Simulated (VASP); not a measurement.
Wanted: the native input for a VASP 6.6.1 run.

```yaml
Task: single point
Functional: LDA
Potentials_or_basis: VASP PAW LDA potentials, release 64 (H, C, F)
Cutoff: 520 eV
k_mesh: 2 × 2 × 1
Occupations: fermi-dirac, width 0.05 eV
Spin: no spin polarisation
Dipole_correction: no
Further_INCAR_settings: LREAL = Auto; ALGO = Normal; EDIFF = 1e-06; NBANDS = 72
```

The structure of H4C10F lies in POSCAR:

```
H4C10F
1.0
    5.0487420000      0.0000000000      0.0000000000
    0.0000000000      5.0487420000      0.0000000000
    0.0000000000      0.0000000000     17.1647000000
H C F
8 20 2
Direct
    0.4277868000      0.0000000000      0.0582591000
    0.0722132000      0.0000000000      0.0582591000
    0.9277868000      0.0000000000      0.0582591000
    0.5722132000      0.0000000000      0.0582591000
    0.4277868000      0.5000000000      0.0582591000
    0.0722132000      0.5000000000      0.0582591000
    0.9277868000      0.5000000000      0.0582591000
    0.5722132000      0.5000000000      0.0582591000
    0.2500000000      0.0000000000      0.0952362000
    0.7500000000      0.0000000000      0.0952362000
    0.2500000000      0.5000000000      0.0952362000
    0.7500000000      0.5000000000      0.0952362000
    0.2500000000      0.2500000000      0.1472324000
    0.7500000000      0.2500000000      0.1472324000
    0.2500000000      0.7500000000      0.1472324000
    0.7500000000      0.7500000000      0.1472324000
   -0.0000038851      0.2475804887      0.1943685960
    0.5000352819      0.2475491485      0.1942082155
   -0.0000360272      0.7515875706      0.2027116224
    0.4999720501      0.7513907967      0.2026521077
   -0.0000789987      0.0161266699      0.2506827389
    0.4999683758      0.0160342390      0.2506387826
   -0.0000771108      0.4921271367      0.2526401912
    0.4999148460      0.4912574625      0.2521871094
    0.2500080050      0.0953877684      0.2971155482
    0.7499013373      0.0955468664      0.2970762167
    0.2500131813      0.4069043218      0.2908951381
    0.7498399873      0.4071160712      0.2909175073
    0.2500888777     -0.0032693409      0.3704767828
    0.7498805282     -0.0031350875      0.3704507130
```

One way to write it, as run:

INCAR

```
PREC = Accurate ; ENCUT = 520
EDIFF = 1E-6 ; ISMEAR = -1
SIGMA = 0.05 ; LREAL = Auto
LASPH = True ; NELM = 100
ALGO = Normal ; ISIF = 2
LWAVE = False ; LCHARG = False
NBANDS = 72
```

KPOINTS

```
regular mesh
0
Gamma
  2 2 1
```

Potentials or basis: VASP PAW LDA potentials, release 64 (H, C, F).

Command:

```console
$ cat potpaw_LDA.64/H/POTCAR potpaw_LDA.64/C/POTCAR potpaw_LDA.64/F/POTCAR > POTCAR
$ mpirun -np 1 vasp_std > vasp.out
```

It gave:

The largest force is 9.059 eV/Å. The band gap on the k mesh is zero (bands 51 and 52 overlap by 0.25 eV).

Caveat: the k points lie up to 0.62 Å⁻¹ apart; there is no dipole correction, which matters where the two faces differ.

Run time: 7.9 min on 1 thread of Oxide Virtual Turin-like Processor (shared host), peak memory 0.36 GiB.
